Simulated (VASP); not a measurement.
# ZnS (lda) in VASP: further runs

ZnS (lda) is run at these levels: LDA; tasks: single point.

Everything below comes from runs of VASP 6.6.1. Logs are shortened: lines on timing, memory, paths and dates and some standing lists are left out, and cuts for length are marked.

**1. The cell of the first run**

Symmetry: P6_3mc, No. 186, hexagonal system. Conventional cell: a = 3.738 Å, b = 3.738 Å, c = 6.143 Å, α = 90.00°, β = 90.00°, γ = 120.00°. Zn (site symmetry 3m) has 3 S at 2.16 Å within 2.9 Å. Within 2.9 Å of S (site symmetry 3m) lie 3 Zn at 2.16 Å.

**2. Single point, LDA**

The input, INCAR:

```
PREC     = Accurate       # precision mode
ENCUT    = 520            # plane-wave cutoff, eV
EDIFF    = 1E-7           # SCF threshold, eV
ISMEAR   = 0              # smearing method
SIGMA    = 0.01           # smearing width, eV
LREAL    = F              # projectors in reciprocal space
LASPH    = T              # aspherical terms in the spheres
NELM     = 80             # most SCF steps
ALGO     = Normal         # electronic algorithm
ISIF     = 2              # what is computed and relaxed
LWAVE    = F              # write WAVECAR
LCHARG   = F              # write CHGCAR
GGA      = CA             # functional
NBANDS   = 26             # bands
```

The input, KPOINTS:

```
regular mesh
0
Gamma
  9 9 6
```

The input, POSCAR:

```
ZnS
1.0
    3.7381765707      0.0000000000      0.0000000000
   -1.8690882854      3.2373558741      0.0000000000
    0.0000000000      0.0000000000      6.1427593467
Zn S
2 2
Direct
    0.3333333333      0.6666666667     -0.0561911129
    0.6666666667      0.3333333333      0.4438088871
    0.3333333333      0.6666666667      0.4311911129
    0.6666666667      0.3333333333      0.9311911129
```

Potentials or basis: VASP PAW LDA potentials, release 64 (Zn, S).

Started as:

```console
$ cat potpaw_LDA.64/Zn/POTCAR potpaw_LDA.64/S/POTCAR > POTCAR
$ mpirun -np 1 vasp_std > vasp.out
```

OUTCAR:

```text
PREC = Accurate
   ENCUT = 520
   EDIFF = 1E-7
   ISMEAR = 0
   LREAL = F
   LASPH = T
   NELM = 80
   ISIF = 2
   GGA = CA

 ion  position               nearest neighbor table
   1  0.333  0.667  0.944-   4 2.16   4 2.16   4 2.16
   2  0.667  0.333  0.444-   3 2.16   3 2.16   3 2.16
   3  0.333  0.667  0.431-   2 2.16   2 2.16   2 2.16
   4  0.667  0.333  0.931-   1 2.16   1 2.16   1 2.16

  LATTYP: Found a hexagonal cell.
 ALAT       =     3.7381765707
 C/A-ratio  =     1.6432501864

  Lattice vectors:

 A1 = (   3.7381765707,   0.0000000000,   0.0000000000)
 A2 = (  -1.8690882854,   3.2373558741,   0.0000000000)
 A3 = (   0.0000000000,   0.0000000000,   6.1427593467)

Analysis of symmetry for initial positions (statically):
=====================================================================
 Subroutine PRICEL returns:
 Original cell was already a primitive cell.

 Routine SETGRP: Setting up the symmetry group for a
 hexagonal supercell.

 Subroutine GETGRP returns: Found 12 space group operations
 (whereof  6 operations were pure point group operations)
 out of a pool of 24 trial point group operations.

The static configuration has the point symmetry C_3v.
 The point group associated with its full space group is C_6v.

Analysis of symmetry for dynamics (positions and initial velocities):
=====================================================================
 Subroutine PRICEL returns:
 Original cell was already a primitive cell.

 Routine SETGRP: Setting up the symmetry group for a
 hexagonal supercell.

 Subroutine GETGRP returns: Found 12 space group operations
 (whereof  6 operations were pure point group operations)
 out of a pool of 24 trial point group operations.

The dynamic configuration has the point symmetry C_3v.
 The point group associated with its full space group is C_6v.

 Subroutine INISYM returns: Found 12 space group operations
 (whereof  6 operations are pure point group operations),
 and found     1 'primitive' translations

----------------------------------------------------------------------------------------

                                     Primitive cell

  volume of cell :      74.3385

  direct lattice vectors                    reciprocal lattice vectors
     3.738176571  0.000000000  0.000000000     0.267510103  0.154447030  0.000000000
    -1.869088285  3.237355874  0.000000000     0.000000000  0.308894060  0.000000000
     0.000000000  0.000000000  6.142759347     0.000000000  0.000000000  0.162793289

  length of vectors
     3.738176571  3.738176571  6.142759347     0.308894060  0.308894060  0.162793289

  position of ions in fractional coordinates (direct lattice)
     0.333333333  0.666666667  0.943808887
     0.666666667  0.333333333  0.443808887
     0.333333333  0.666666667  0.431191113
     0.666666667  0.333333333  0.931191113

  ion indices of the primitive-cell ions
   primitive index   ion index
                 1           1
                 2           2
                 3           3
                 4           4

----------------------------------------------------------------------------------------

 KPOINTS: regular mesh

Automatic generation of k-mesh.
 Grid dimensions read from file:
 generate k-points for:    9    9    6

 Generating k-lattice:

  Cartesian coordinates                     Fractional coordinates (reciprocal lattice)
     0.029723345  0.017160781  0.000000000     0.111111111  0.000000000  0.000000000
     0.000000000  0.034321562  0.000000000     0.000000000  0.111111111  0.000000000
     0.000000000  0.000000000  0.027132215     0.000000000  0.000000000  0.166666667

  Length of vectors
     0.034321562  0.034321562  0.027132215

  Shift w.r.t. Gamma in fractional coordinates (k-lattice)
     0.000000000  0.000000000  0.000000000

 Subroutine IBZKPT returns following result:
 ===========================================

 Found     48 irreducible k-points:

 Following reciprocal coordinates:
            Coordinates               Weight
  0.000000  0.000000  0.000000      1.000000
  0.111111  0.000000  0.000000      6.000000
  0.222222  0.000000  0.000000      6.000000
  0.333333  0.000000  0.000000      6.000000
  0.444444  0.000000  0.000000      6.000000
  0.111111  0.111111  0.000000      6.000000
[... 16 lines left out ...]
  0.333333  0.222222  0.166667     24.000000
  0.333333  0.333333  0.166667      4.000000
 [... further k-points ...]
   k-points           NKPTS =     48   k-points in BZ     NKDIM =     48   number of bands    NBANDS=     26
   number of dos      NEDOS =    301   number of ions     NIONS =      4
   total plane-waves  NPLWV =  37632
   dimension x,y,z NGX =    28 NGY =   28 NGZ =   48
   dimension x,y,z NGXF=    56 NGYF=   56 NGZF=   96
   ions per type =               2   2
   NGX,Y,Z   is equivalent  to a cutoff of  12.45, 12.45, 12.99 a.u.
   NGXF,Y,Z  is equivalent  to a cutoff of  24.90, 24.90, 25.98 a.u.
 SYSTEM =  unknown system
   PREC   = accura    normal or accurate (medium, high low for compatibility)
   ISTART =      0    job   : 0-new  1-cont  2-samecut
   ICHARG =      2    charge: 1-file 2-atom 10-const
   ISPIN  =      1    spin polarized calculation?
   LNONCOLLINEAR =      F non collinear calculations
   LSORBIT =      F    spin-orbit coupling
   LASPH  =      T    aspherical Exc in radial PAW
   ENCUT  =  520.0 eV  38.22 Ry    6.18 a.u.   6.95  6.95 11.42*2*pi/ulx,y,z
   NELM   =     80;   NELMIN=  2; NELMDL= -5     # of ELM steps
   EDIFF  = 0.1E-06   stopping-criterion for ELM
   LREAL  =      F    real-space projection
   EDIFFG = 0.1E-05   stopping-criterion for IOM
   NSW    =      0    number of steps for IOM
   IBRION =     -1    ionic relax: 0-MD 1-quasi-New 2-CG
   NFREE  =      0    steps in history (QN), initial steepest desc. (CG)
   ISIF   =      2    stress and relaxation
   ISYM   =      2    0-nonsym 1-usesym 2-fastsym
   POTIM  = 0.5000    time-step for ionic-motion
   TEBEG  =    0.0;   TEEND  =   0.0 temperature during run
   PSTRESS=    0.0 pullay stress
   NELECT =      36.0000    total number of electrons
   NUPDOWN=      -1.0000    fix difference up-down
   EMIN   =  10.00;   EMAX   =-10.00  energy-range for DOS
   EFERMI =   0.00;   METHOD = LEGACY
   ISMEAR =     0;   SIGMA  =   0.01  broadening in eV -4-tet -1-fermi 0-gaus
   EFERMI_NEDOS =   21; number of points for ismear=-14 and -15
   IALGO  =     38    algorithm
   IMIX   =      4    mixing-type and parameters
     AMIX     =   0.40;   BMIX     =  1.00
     AMIX_MAG =   1.60;   BMIX_MAG =  1.00
  volume/ion in A,a.u.               =      18.58       125.42
  Fermi-wavevector in a.u.,A,eV,Ry     =   1.285596  2.429424 22.487115  1.652756
  Thomas-Fermi vector in A             =   2.417721
   LORBIT       =      0    0 simple, 1 ext, 2 COOP (PROOUT), +10 PAW based schemes
   GGA     = CA    functional components
   LHFCALC =     F    Hartree Fock is set to
   AEXX    =    0.0000 exact exchange contribution
   IVDW    =     0    specifies the selected vdW correction
   LEPSILON=     F    determine dielectric tensor
   LRPA    =     F    only Hartree local field effects (RPA)
 non-spin polarized calculation
 Gauss-broadening in eV      SIGMA  =   0.01
  energy-cutoff  :      520.00
  volume of cell :       74.34
 maximum number of plane-waves:      2034
 NGX is ok and might be reduce to    28
   NGX = 13   NGY = 13   NGZ = 23

 number of electron      36.0000012 magnetization

 Free energy of the ion-electron system (eV)
  ---------------------------------------------------
  ext. energy  EPLUGINS =         0.00000000
  ---------------------------------------------------
  free energy    TOTEN  =       -15.47069645 eV

  energy without entropy =      -15.47069645  energy(sigma->0) =      -15.47069645

 E-fermi :   2.3849     XC(G=0): -10.2836

 val. band max:        2.2913171775   @ k =   0.0000   0.0000   0.0000
 cond. band min:       4.8618367043   @ k =   0.0000   0.0000   0.0000
 fundamental gap:      2.5705195268
 Fermi energy:         2.3849017247

 k-point     1 :       0.0000    0.0000    0.0000
  band No.  band energies     occupation
      1     -11.2232      2.00000
      2     -10.3658      2.00000
      3      -4.7966      2.00000
      4      -4.7966      2.00000
      5      -4.7750      2.00000
      6      -4.7750      2.00000
[... 18 lines left out ...]
     25      10.9387      0.00000
     26      11.7833      0.00000

 k-point     2 :       0.1111    0.0000    0.0000
  band No.  band energies     occupation
      1     -11.1224      2.00000
      2     -10.2927      2.00000
      3      -4.7998      2.00000
      4      -4.7803      2.00000
      5      -4.7543      2.00000
      6      -4.7287      2.00000
[... 18 lines left out ...]
     25      10.3147      0.00000
     26      11.2079      0.00000

 k-point     3 :       0.2222    0.0000    0.0000
  band No.  band energies     occupation
      1     -10.8439      2.00000
      2     -10.1045      2.00000
      3      -4.7991      2.00000
      4      -4.7581      2.00000
      5      -4.6381      2.00000
      6      -4.6061      2.00000
[... 18 lines left out ...]
     25      10.4111      0.00000
     26      11.2714      0.00000

 k-point     4 :       0.3333    0.0000    0.0000
  band No.  band energies     occupation
      1     -10.4675      2.00000
      2      -9.8957      2.00000
      3      -4.7409      2.00000
      4      -4.6482      2.00000
      5      -4.4887      2.00000
      6      -4.4529      2.00000
[... 18 lines left out ...]
     25      11.3591      0.00000
     26      12.2640      0.00000
[... 496 lines left out ...]
      1     -10.2466      2.00000
      2      -9.8462      2.00000
      3      -4.6696      2.00000
      4      -4.6527      2.00000
      5      -4.3700      2.00000
      6      -4.3358      2.00000
[... 18 lines left out ...]
     25      10.3357      0.00000
     26      12.6599      0.00000

 k-point    23 :       0.3333    0.2222    0.1667
  band No.  band energies     occupation
      1      -9.9828      2.00000
      2      -9.7785      2.00000
      3      -4.5395      2.00000
      4      -4.5110      2.00000
      5      -4.2732      2.00000
      6      -4.2544      2.00000
[... 18 lines left out ...]
     25      11.4967      0.00000
     26      13.2095      0.00000

 k-point    24 :       0.3333    0.3333    0.1667
  band No.  band energies     occupation
      1      -9.8235      2.00000
      2      -9.8235      2.00000
      3      -4.4589      2.00000
      4      -4.4589      2.00000
      5      -4.2787      2.00000
      6      -4.2566      2.00000
[... 18 lines left out ...]
     25      12.5264      0.00000
     26      12.7852      0.00000

 [... further k-points ...]

------------------------ aborting loop because EDIFF is reached ----------------------------------------

  FORCE on cell =-STRESS in cart. coord.  units (eV):
  Direction    XX          YY          ZZ          XY          YZ          ZX
  --------------------------------------------------------------------------------------
  -------------------------------------------------------------------------------------
  Total        4.9299326      4.9299326     -0.5210884     -0.0000000     -0.0000000      0.0000000
  in kB      106.2521697    106.2521697    -11.2307355     -0.0000000     -0.0000000      0.0000000
  external PRESSURE =      67.0912013 kB  Pullay stress =       0.0000000 kB

 VOLUME and BASIS-vectors are now :
 -----------------------------------------------------------------------------
  energy-cutoff  :      520.00
  volume of cell :       74.34
      direct lattice vectors                 reciprocal lattice vectors
     3.738176571  0.000000000  0.000000000     0.267510103  0.154447030  0.000000000
    -1.869088285  3.237355874  0.000000000     0.000000000  0.308894060  0.000000000
     0.000000000  0.000000000  6.142759347     0.000000000  0.000000000  0.162793289

 POSITION                                       TOTAL-FORCE (eV/Angst)
 -----------------------------------------------------------------------------------
     -0.00000      2.15824      5.79759         0.000000     -0.000000      0.243230
      1.86909      1.07912      2.72621        -0.000000      0.000000      0.243230
     -0.00000      2.15824      2.64870        -0.000000      0.000000     -0.243230
      1.86909      1.07912      5.72008         0.000000      0.000000     -0.243230
 -----------------------------------------------------------------------------------
    total drift:                               -0.000000     -0.000001     -0.001681

  FREE ENERGIE OF THE ION-ELECTRON SYSTEM (eV)
  ---------------------------------------------------
  free  energy   TOTEN  =       -15.4706964517 eV

  energy  without entropy=      -15.4706964517  energy(sigma->0) =      -15.47069645
```

Run time: 68 s. Hardware: 1 thread of Intel Xeon Platinum 8259CL at 2.50GHz (Skylake/Cascade Lake), shared host; peak memory 0.2 GiB.

What came out:

```
Free energy            : -15.4707 eV
Pressure               : 6.7 GPa
Largest force          : 0.243 eV/Å
Band gap on the k mesh : 2.57 eV, direct
```

Forces in eV/Å, atoms in the order of the input:
```
Zn   0.000  0.000  0.243
Zn   0.000  0.000  0.243
S    0.000  0.000 -0.243
S    0.000  0.000 -0.243
```

Stress tensor (GPa, compression positive):
```
10.63  0.00  0.00
 0.00 10.63  0.00
 0.00  0.00 -1.12
```

Levels at points of the mesh, in eV from the valence-band top:
```tsv
k point	band 15	band 16	band 17	band 18	band 19	band 20	band 21	band 22
(0.00, 0.00, 0.00)	-0.59	-0.04	0.00	0.00	2.57	2.73	6.18	6.18
(0.00, 0.00, 0.50)	-0.30	-0.30	-0.30	-0.30	3.35	3.35	6.51	6.51
```

**3. Single point, LDA**

The input, INCAR:

```
PREC = Accurate
ENCUT = 520
EDIFF = 1E-7
ISMEAR = 0
SIGMA = 0.01
LREAL = False
LASPH = True
NELM = 100
ALGO = Normal
ISIF = 2
LWAVE = False
LCHARG = False
NBANDS = 26
```

The input, KPOINTS:

```
Automatic mesh
0
Gamma
  9 9 6
```

The input, POSCAR:

```
ZnS
1.0
    3.7381765707      0.0000000000      0.0000000000
   -1.8690882854      3.2373558741      0.0000000000
    0.0000000000      0.0000000000      6.1427593467
Zn S
2 2
Direct
    0.3333333333      0.6666666667     -0.0625000000
    0.6666666667      0.3333333333      0.4375000000
    0.3333333333      0.6666666667      0.4375000000
    0.6666666667      0.3333333333      0.9375000000
```

Potentials or basis: VASP PAW LDA potentials, release 64 (Zn, S).

Started as:

```console
$ cat potpaw_LDA.64/Zn/POTCAR potpaw_LDA.64/S/POTCAR > POTCAR
$ mpirun -np 1 vasp_std > vasp.out
```

OUTCAR:

```text
PREC = Accurate
   ENCUT = 520
   EDIFF = 1E-7
   ISMEAR = 0
   LREAL = False
   LASPH = True
   NELM = 100
   ISIF = 2

 ion  position               nearest neighbor table
   1  0.333  0.667  0.938-   4 2.16   4 2.16   4 2.16
   2  0.667  0.333  0.438-   3 2.16   3 2.16   3 2.16
   3  0.333  0.667  0.438-   2 2.16   2 2.16   2 2.16
   4  0.667  0.333  0.938-   1 2.16   1 2.16   1 2.16

  LATTYP: Found a hexagonal cell.
 ALAT       =     3.7381765707
 C/A-ratio  =     1.6432501864

[... 895 lines left out ...]
  Direction    XX          YY          ZZ          XY          YZ          ZX
  --------------------------------------------------------------------------------------
  -------------------------------------------------------------------------------------
  Total        4.9982674      4.9982674     -0.4860874     -0.0000000      0.0000000     -0.0000000
  in kB      107.7249529    107.7249529    -10.4763790     -0.0000000      0.0000000     -0.0000000
  external PRESSURE =      68.3245089 kB  Pullay stress =       0.0000000 kB

 VOLUME and BASIS-vectors are now :
 -----------------------------------------------------------------------------
  energy-cutoff  :      520.00
  volume of cell :       74.34
      direct lattice vectors                 reciprocal lattice vectors
     3.738176571  0.000000000  0.000000000     0.267510103  0.154447030  0.000000000
    -1.869088285  3.237355874  0.000000000     0.000000000  0.308894060  0.000000000
     0.000000000  0.000000000  6.142759347     0.000000000  0.000000000  0.162793289

 POSITION                                       TOTAL-FORCE (eV/Angst)
 -----------------------------------------------------------------------------------
     -0.00000      2.15824      5.75884         0.000000     -0.000000     -0.000000
      1.86909      1.07912      2.68746        -0.000000     -0.000000      0.000000
     -0.00000      2.15824      2.68746        -0.000000      0.000000     -0.000000
      1.86909      1.07912      5.75884         0.000000     -0.000000     -0.000000
 -----------------------------------------------------------------------------------
    total drift:                               -0.000000      0.000000      0.000000

  FREE ENERGIE OF THE ION-ELECTRON SYSTEM (eV)
  ---------------------------------------------------
  free  energy   TOTEN  =       -15.4516529139 eV

  energy  without entropy=      -15.4516529139  energy(sigma->0) =      -15.45165291
```

OSZICAR:

```text
N       E                     dE             d eps       ncg     rms          rms(c)
DAV:   1     0.249599294164E+03    0.24960E+03   -0.17155E+04  2496   0.170E+03
DAV:   2     0.886472132547E+01   -0.24073E+03   -0.22977E+03  2552   0.359E+02
DAV:   3    -0.159333965534E+02   -0.24798E+02   -0.24561E+02  2986   0.115E+02
DAV:   4    -0.165463880900E+02   -0.61299E+00   -0.61170E+00  2982   0.182E+01
DAV:   5    -0.165556056688E+02   -0.92176E-02   -0.92149E-02  2974   0.220E+00    0.124E+01
DAV:   6    -0.155033175008E+02    0.10523E+01   -0.21431E+00  3380   0.436E+01    0.926E+00
DAV:   7    -0.154750752547E+02    0.28242E-01   -0.16684E+00  2694   0.810E+00    0.375E+00
DAV:   8    -0.154536297731E+02    0.21445E-01   -0.50070E-02  2784   0.145E+00    0.106E+00
DAV:   9    -0.154515746935E+02    0.20551E-02   -0.12140E-02  3320   0.107E+00    0.296E-01
DAV:  10    -0.154516388283E+02   -0.64135E-04   -0.50096E-04  2956   0.229E-01    0.145E-01
DAV:  11    -0.154516536874E+02   -0.14859E-04   -0.40516E-05  3092   0.898E-02    0.516E-02
DAV:  12    -0.154516528057E+02    0.88169E-06   -0.95786E-06  3314   0.484E-02    0.578E-03
DAV:  13    -0.154516528858E+02   -0.80140E-07   -0.11854E-06  3014   0.127E-02    0.390E-03
DAV:  14    -0.154516529139E+02   -0.28099E-07   -0.13466E-07  1786   0.694E-03
   1 F= -.15451653E+02 E0= -.15451653E+02  d E =-.796376E-59
```

stdout:

```text
POSCAR found type information on POSCAR ZnS
 POSCAR found :  2 types and       4 ions
 scaLAPACK will be used
 LDA part: xc-table for (Slater(with rela. corr.)+CA(PZ))
 , standard interpolation
 POSCAR, INCAR and KPOINTS ok, starting setup
 FFT: planning ... GRIDC
 FFT: planning ... GRID_SOFT
 FFT: planning ... GRID
 WAVECAR not read
 entering main loop
```

It took 63 s on 1 thread of Intel Xeon Platinum 8259CL at 2.50GHz (Skylake/Cascade Lake), shared host; peak memory 0.2 GiB.

What came out:

| Property | Result |
| --- | --- |
| Free energy | -15.4517 eV |
| Pressure | 6.8 GPa |
| Band gap on the k mesh | 2.57 eV, direct |

Levels at points of the mesh, in eV from the valence-band top:
```
           k point  band 16  band 17  band 18  band 19  band 20  band 21
(0.00, 0.00, 0.00)    -0.05     0.00     0.00     2.57     2.73     6.18
(0.00, 0.00, 0.50)    -0.30    -0.30    -0.30     3.35     3.35     6.51
```

A k mesh can miss the band edges.
